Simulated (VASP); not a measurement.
# MnPt2 (P-3m1) in VASP: single point with PBEsol+U

Aim: the single point of MnPt2 with PBEsol+U.

All numbers are computed with VASP 6.6.1; they aren't measurements. Logs are shortened: lines on timing, memory, paths and dates and some standing lists are left out, and cuts for length are marked.

**1. The cell of the first run**

It takes space group P-3m1 (No. 164, trigonal). Conventional cell: a = 2.858 Å, b = 2.858 Å, c = 6.533 Å, α = 90.00°, β = 90.00°, γ = 120.00°. Within 3.5 Å of Mn (site symmetry -3m) lie 6 Pt at 2.64 Å and 6 Mn at 2.86 Å. Within 3.5 Å of Pt (site symmetry 3m) lie 3 Mn at 2.64 Å and 9 Pt at 2.86 to 2.91 Å.

**2. Single point, PBEsol+U, collinear spin, ferromagnetic start**

File INCAR:

```
ALGO = Normal
EDIFF = 1E-6
ENCUT = 520
GGA = PS
ISIF = 2
ISMEAR = 0
ISPIN = 2
ISYM = 0
LASPH = True
LCHARG = False
LDAU = True
LDAUJ = 0 0
LDAUL = -1 2
LDAUPRINT = 1
LDAUTYPE = 2
LDAUU = 0 0.57
LMAXMIX = 4
LORBIT = 11
LREAL = False
LWAVE = False
MAGMOM = 4.21 0.41 0.41
NBANDS = 28
NELM = 150
PREC = Accurate
SIGMA = 0.1
```

File KPOINTS:

```
k-points
0
Gamma
  5 1 1
```

File POSCAR:

```
MnPt2
1.0
    2.8584044518      0.0000000000      0.0000000000
   -1.4292022259      2.4754508696      0.0000000000
    0.0000000000      0.0000000000      6.5325040000
Mn Pt
1 2
Direct
    0.0000000000      0.0000000000      0.0000000000
    0.3333333333      0.6666666667      0.6837940000
    0.6666666667      0.3333333333      0.3162060000
```

Potentials or basis: VASP PAW PBE potentials, release 64 (Mn_pv, Pt).

Launch:

```
$ cat potpaw_PBE.64/Mn_pv/POTCAR potpaw_PBE.64/Pt/POTCAR > POTCAR
$ mpirun -np 1 vasp_std > vasp.out
```

OUTCAR:

```text
EDIFF = 1E-6
   ENCUT = 520
   GGA = PS
   ISIF = 2
   ISMEAR = 0
   ISPIN = 2
   ISYM = 0
   LASPH = True
   LORBIT = 11
   LREAL = False
   NELM = 150
   PREC = Accurate

 ion  position               nearest neighbor table
   1  0.000  0.000  0.000-   2 2.64   3 2.64   3 2.64   2 2.64   3 2.64   2 2.64
   2  0.333  0.667  0.684-   1 2.64   1 2.64   1 2.64   3 2.91   3 2.91   3 2.91
   3  0.667  0.333  0.316-   1 2.64   1 2.64   1 2.64   2 2.91   2 2.91   2 2.91

IMPORTANT INFORMATION: All symmetrisations will be switched off!
NOSYMM: (Re-)initialisation of all symmetry stuff for point group C_1.

----------------------------------------------------------------------------------------

                                     Primitive cell

  volume of cell :      46.2230

  direct lattice vectors                    reciprocal lattice vectors
     2.858404452  0.000000000  0.000000000     0.349845523  0.201983407  0.000000000
    -1.429202226  2.475450870  0.000000000     0.000000000  0.403966814  0.000000000
     0.000000000  0.000000000  6.532504000     0.000000000  0.000000000  0.153080656

  length of vectors
     2.858404452  2.858404452  6.532504000     0.403966814  0.403966814  0.153080656

  position of ions in fractional coordinates (direct lattice)
     0.000000000  0.000000000  0.000000000
     0.333333333  0.666666667  0.683794000
     0.666666667  0.333333333  0.316206000

  ion indices of the primitive-cell ions
   primitive index   ion index
                 1           1
                 2           2
                 3           3

----------------------------------------------------------------------------------------

 KPOINTS: k-points

Automatic generation of k-mesh.
 Grid dimensions read from file:
 generate k-points for:    5    1    1

 Generating k-lattice:

  Cartesian coordinates                     Fractional coordinates (reciprocal lattice)
     0.069969105  0.040396681  0.000000000     0.200000000  0.000000000  0.000000000
     0.000000000  0.403966814  0.000000000     0.000000000  1.000000000  0.000000000
     0.000000000  0.000000000  0.153080656     0.000000000  0.000000000  1.000000000

  Length of vectors
     0.080793363  0.403966814  0.153080656

  Shift w.r.t. Gamma in fractional coordinates (k-lattice)
     0.000000000  0.000000000  0.000000000

 -----------------------------------------------------------------------------
|                                                                             |
|           W    W    AA    RRRRR   N    N  II  N    N   GGGG   !!!           |
|           W    W   A  A   R    R  NN   N  II  NN   N  G    G  !!!           |
|           W    W  A    A  R    R  N N  N  II  N N  N  G       !!!           |
|           W WW W  AAAAAA  RRRRR   N  N N  II  N  N N  G  GGG   !            |
|           WW  WW  A    A  R   R   N   NN  II  N   NN  G    G                |
|           W    W  A    A  R    R  N    N  II  N    N   GGGG   !!!           |
|                                                                             |
|     Your reciprocal lattice and k-lattice belong to different lattice       |
|     classes:                                                                |
|                                                                             |
|        The reciprocal lattice is hexagonal,                                 |
|        whereas your k-lattice is base centered orthorhombic.                |
|                                                                             |
|     Results are often still useful ...                                      |
|                                                                             |
 -----------------------------------------------------------------------------

 WARNING: IBZKPT: internal override: KBLOWUP is changed to .FALSE.
      ... skipping the blow-up phase ...

 Subroutine IBZKPT returns following result:
 ===========================================

 Found      3 irreducible k-points:

 Following reciprocal coordinates:
            Coordinates               Weight
  0.000000  0.000000  0.000000      1.000000
  0.200000  0.000000  0.000000      2.000000
  0.400000  0.000000  0.000000      2.000000
   k-points           NKPTS =      3   k-points in BZ     NKDIM =      3   number of bands    NBANDS=     28
   number of dos      NEDOS =    301   number of ions     NIONS =      3
   total plane-waves  NPLWV =  28800
   dimension x,y,z NGX =    24 NGY =   24 NGZ =   50
   dimension x,y,z NGXF=    48 NGYF=   48 NGZF=  100
   ions per type =               1   2
   NGX,Y,Z   is equivalent  to a cutoff of  13.96, 13.96, 12.72 a.u.
   NGXF,Y,Z  is equivalent  to a cutoff of  27.92, 27.92, 25.45 a.u.
 SYSTEM =  unknown system
   PREC   = accura    normal or accurate (medium, high low for compatibility)
[... 50 lines left out ...]

atom =   2  type =  2  l = 2

 onsite density matrix

spin component  1

  0.7964 -0.0073  0.0601 -0.0142  0.1295
 -0.0073  0.6894 -0.0087  0.0315 -0.0058
  0.0601 -0.0087  0.7582 -0.0150  0.0347
 -0.0142  0.0315 -0.0150  0.7258 -0.0073
  0.1295 -0.0058  0.0347 -0.0073  0.6469

spin component  2

  0.8900  0.0036  0.0311 -0.0039 -0.0354
  0.0036  0.8698 -0.0072 -0.0387 -0.0080
  0.0311 -0.0072  0.8477 -0.0124  0.0179
 -0.0039 -0.0387 -0.0124  0.8252  0.0036
 -0.0354 -0.0080  0.0179  0.0036  0.9309

 occupancies and eigenvectors

  o =  0.5721  v =  0.4999 -0.0142  0.0000  0.0082 -0.8659  0.0000  0.0000  0.0000  0.0000  0.0000      0.0000  0.0000  0.0000  0.0000  0.0000  0.0000  0.0000  0.0000  0.0000  0.0000
  o =  0.6712  v =  0.0082  0.8659  0.0000 -0.4999 -0.0142  0.0000  0.0000  0.0000  0.0000  0.0000      0.0000  0.0000  0.0000  0.0000  0.0000  0.0000  0.0000  0.0000  0.0000  0.0000
  o =  0.7220  v =  0.3046 -0.1894 -0.8561 -0.3280  0.1758  0.0000  0.0000  0.0000  0.0000  0.0000      0.0000  0.0000  0.0000  0.0000  0.0000  0.0000  0.0000  0.0000  0.0000  0.0000
  o =  0.7436  v =  0.2493  0.4570 -0.2860  0.7915  0.1439  0.0000  0.0000  0.0000  0.0000  0.0000      0.0000  0.0000  0.0000  0.0000  0.0000  0.0000  0.0000  0.0000  0.0000  0.0000
  o =  0.7973  v =  0.0000  0.0000  0.0000  0.0000  0.0000  0.1410 -0.4563 -0.3749 -0.7904  0.0814      0.0000  0.0000  0.0000  0.0000  0.0000  0.0000  0.0000  0.0000  0.0000  0.0000
  o =  0.8256  v =  0.0000  0.0000  0.0000  0.0000  0.0000 -0.5118 -0.1972  0.7037 -0.3416 -0.2955      0.0000  0.0000  0.0000  0.0000  0.0000  0.0000  0.0000  0.0000  0.0000  0.0000
  o =  0.8905  v =  0.0000  0.0000  0.0000  0.0000  0.0000 -0.0815  0.8544 -0.0000 -0.4933  0.1412      0.0000  0.0000  0.0000  0.0000  0.0000  0.0000  0.0000  0.0000  0.0000  0.0000
  o =  0.8972  v =  0.0000  0.0000  0.0000  0.0000  0.0000  0.6842 -0.0535  0.6036 -0.0927  0.3950      0.0000  0.0000  0.0000  0.0000  0.0000  0.0000  0.0000  0.0000  0.0000  0.0000
  o =  0.9078  v = -0.7714  0.0729 -0.4305  0.1263 -0.4454  0.0000  0.0000  0.0000  0.0000  0.0000      0.0000  0.0000  0.0000  0.0000  0.0000  0.0000  0.0000  0.0000  0.0000  0.0000
  o =  0.9530  v =  0.0000  0.0000  0.0000  0.0000  0.0000 -0.4933 -0.1412  0.0000  0.0815  0.8544      0.0000  0.0000  0.0000  0.0000  0.0000  0.0000  0.0000  0.0000  0.0000  0.0000

atom =   3  type =  2  l = 2

 onsite density matrix

spin component  1

  0.7964 -0.0073  0.0601 -0.0142  0.1295
 -0.0073  0.6894 -0.0087  0.0315 -0.0058
  0.0601 -0.0087  0.7582 -0.0150  0.0347
 -0.0142  0.0315 -0.0150  0.7258 -0.0073
  0.1295 -0.0058  0.0347 -0.0073  0.6468

spin component  2

  0.8900  0.0036  0.0311 -0.0039 -0.0354
  0.0036  0.8698 -0.0072 -0.0387 -0.0080
  0.0311 -0.0072  0.8477 -0.0124  0.0179
 -0.0039 -0.0387 -0.0124  0.8252  0.0036
 -0.0354 -0.0080  0.0179  0.0036  0.9309

 occupancies and eigenvectors

  o =  0.5720  v =  0.4999 -0.0142  0.0000  0.0082 -0.8659  0.0000  0.0000  0.0000  0.0000  0.0000      0.0000  0.0000  0.0000  0.0000  0.0000  0.0000  0.0000  0.0000  0.0000  0.0000
  o =  0.6712  v =  0.0082  0.8659  0.0000 -0.4999 -0.0142  0.0000  0.0000  0.0000  0.0000  0.0000      0.0000  0.0000  0.0000  0.0000  0.0000  0.0000  0.0000  0.0000  0.0000  0.0000
  o =  0.7220  v =  0.3045 -0.1894 -0.8561 -0.3281  0.1758  0.0000  0.0000  0.0000  0.0000  0.0000      0.0000  0.0000  0.0000  0.0000  0.0000  0.0000  0.0000  0.0000  0.0000  0.0000
  o =  0.7436  v =  0.2494  0.4570 -0.2861  0.7915  0.1440  0.0000  0.0000  0.0000  0.0000  0.0000      0.0000  0.0000  0.0000  0.0000  0.0000  0.0000  0.0000  0.0000  0.0000  0.0000
  o =  0.7973  v =  0.0000  0.0000  0.0000  0.0000  0.0000  0.1410 -0.4563 -0.3748 -0.7904  0.0814      0.0000  0.0000  0.0000  0.0000  0.0000  0.0000  0.0000  0.0000  0.0000  0.0000
  o =  0.8256  v =  0.0000  0.0000  0.0000  0.0000  0.0000 -0.5118 -0.1972  0.7037 -0.3416 -0.2955      0.0000  0.0000  0.0000  0.0000  0.0000  0.0000  0.0000  0.0000  0.0000  0.0000
  o =  0.8905  v =  0.0000  0.0000  0.0000  0.0000  0.0000 -0.0815  0.8544  0.0000 -0.4933  0.1412      0.0000  0.0000  0.0000  0.0000  0.0000  0.0000  0.0000  0.0000  0.0000  0.0000
  o =  0.8972  v =  0.0000  0.0000  0.0000  0.0000  0.0000  0.6842 -0.0535  0.6036 -0.0927  0.3950      0.0000  0.0000  0.0000  0.0000  0.0000  0.0000  0.0000  0.0000  0.0000  0.0000
  o =  0.9078  v = -0.7714  0.0729 -0.4305  0.1263 -0.4454  0.0000  0.0000  0.0000  0.0000  0.0000      0.0000  0.0000  0.0000  0.0000  0.0000  0.0000  0.0000  0.0000  0.0000  0.0000
  o =  0.9530  v =  0.0000  0.0000  0.0000  0.0000  0.0000 -0.4933 -0.1412  0.0000  0.0815  0.8544      0.0000  0.0000  0.0000  0.0000  0.0000  0.0000  0.0000  0.0000  0.0000  0.0000

 number of electron      32.9999988 magnetization       1.7930295

 Free energy of the ion-electron system (eV)
  ---------------------------------------------------
  ext. energy  EPLUGINS =         0.00000000
  ---------------------------------------------------
  free energy    TOTEN  =       -26.86780904 eV

  energy without entropy =      -26.86527218  energy(sigma->0) =      -26.86654061

 E-fermi :   8.7342     XC(G=0): -13.0116

 val. band max:        8.5831411552   @ k =   0.0000   0.0000   0.0000
 cond. band min:       8.8831522080   @ k =   0.4000   0.0000   0.0000
 fundamental gap:      0.3000110528
 Fermi energy:         8.7341858029

 spin component 1

 k-point     1 :       0.0000    0.0000    0.0000
  band No.  band energies     occupation
      1     -40.8831      1.00000
      2     -40.5977      1.00000
      3     -40.5172      1.00000
      4       0.1435      1.00000
      5       2.5742      1.00000
      6       3.5584      1.00000
[... 82 lines left out ...]
     27      22.8498      0.00000
     28      25.1946      0.00000
 Fermi energy:         8.7341858029

 spin component 2

 k-point     1 :       0.0000    0.0000    0.0000
  band No.  band energies     occupation
      1     -37.4270      1.00000
      2     -37.0706      1.00000
      3     -36.9103      1.00000
      4       0.1649      1.00000
      5       2.2727      1.00000
      6       3.8777      1.00000
[... 82 lines left out ...]
     27      23.2187      0.00000
     28      25.5120      0.00000

------------------------ aborting loop because EDIFF is reached ----------------------------------------

  FORCE on cell =-STRESS in cart. coord.  units (eV):
  Direction    XX          YY          ZZ          XY          YZ          ZX
  --------------------------------------------------------------------------------------
  -------------------------------------------------------------------------------------
  Total       -5.5065137     -8.6851909     -4.0054824      2.7528195     -0.0793545     -0.1374435
  in kB     -190.8664661   -301.0455956   -138.8378048     95.4180723     -2.7505805     -4.7640573
  external PRESSURE =    -210.2499555 kB  Pullay stress =       0.0000000 kB

 VOLUME and BASIS-vectors are now :
 -----------------------------------------------------------------------------
  energy-cutoff  :      520.00
  volume of cell :       46.22
      direct lattice vectors                 reciprocal lattice vectors
     2.858404452  0.000000000  0.000000000     0.349845523  0.201983407  0.000000000
    -1.429202226  2.475450870  0.000000000     0.000000000  0.403966814  0.000000000
     0.000000000  0.000000000  6.532504000     0.000000000  0.000000000  0.153080656

 POSITION                                       TOTAL-FORCE (eV/Angst)
 -----------------------------------------------------------------------------------
      0.00000      0.00000      0.00000        -0.000000     -0.000001      0.000016
     -0.00000      1.65030      4.46689        -0.203537     -0.117512     -0.382714
      1.42920      0.82515      2.06562         0.203537      0.117513      0.382698
 -----------------------------------------------------------------------------------
    total drift:                               -0.000003     -0.000003      0.000004

  FREE ENERGIE OF THE ION-ELECTRON SYSTEM (eV)
  ---------------------------------------------------
  free  energy   TOTEN  =       -26.8678090439 eV

  energy  without entropy=      -26.8652721789  energy(sigma->0) =      -26.86654061

 total charge

# of ion       s       p       d       tot
------------------------------------------
    1        0.434   6.221   4.875  11.529
    2        0.830   0.458   7.935   9.223
    3        0.830   0.458   7.935   9.223
--------------------------------------------------
tot          2.093   7.137  20.745  29.975

 magnetization (x)

# of ion       s       p       d       tot
------------------------------------------
    1        0.011   0.018   3.287   3.315
    2       -0.039  -0.029  -0.747  -0.815
    3       -0.039  -0.029  -0.747  -0.815
--------------------------------------------------
tot         -0.066  -0.041   1.793   1.686
```

Wall time 26 s (1 thread of AMD EPYC 7R13 (Zen 3), shared host); peak memory 0.16 GiB.

Results:

```
Free energy                                           : -26.8678 eV
Pressure                                              : -21.0 GPa
Largest force                                         : 0.449 eV/Å
Net moment                                            : 1.79 μB per cell
Site moments                                          : Mn +3.31; Pt -0.81 μB
Valence electrons inside the program's atomic spheres : Mn 11.53; Pt 9.22
```

Forces in eV/Å, atoms in the order of the input:
```
Mn   0.000  0.000  0.000
Pt  -0.204 -0.118 -0.383
Pt   0.204  0.118  0.383
```

Levels at points of the mesh, in eV from the Fermi level:
Spin up:
| k point | band 15 | band 16 | band 17 | band 18 | band 19 | band 20 | band 21 | band 22 |
| --- | --- | --- | --- | --- | --- | --- | --- | --- |
| (0.00, 0.00, 0.00) | -1.77 | -1.15 | -0.94 | -0.55 | -0.33 | -0.22 | -0.15 | 10.77 |
Spin down:
| k point | band 14 | band 15 | band 16 | band 17 | band 18 | band 19 |
| --- | --- | --- | --- | --- | --- | --- |
| (0.00, 0.00, 0.00) | -1.85 | -1.01 | -0.88 | 0.59 | 1.22 | 1.51 |

Eigenvalues of the final occupation matrices:
```
    site  spin  trace               eigenvalues
site 2 d     1   3.62  0.57 0.67 0.72 0.74 0.91
site 2 d     2   4.36  0.80 0.83 0.89 0.90 0.95
site 3 d     1   3.62  0.57 0.67 0.72 0.74 0.91
site 3 d     2   4.36  0.80 0.83 0.89 0.90 0.95
```

Caveat: the k points lie up to 2.54 Å⁻¹ apart; the PAW data sets were made with another functional, which shifts forces and pressure a little; spin-orbit coupling is left out, which moves the levels of the heavy elements; the U is typed as a test and isn't derived for this compound. The state reached can hang on the start; a lower one may exist.
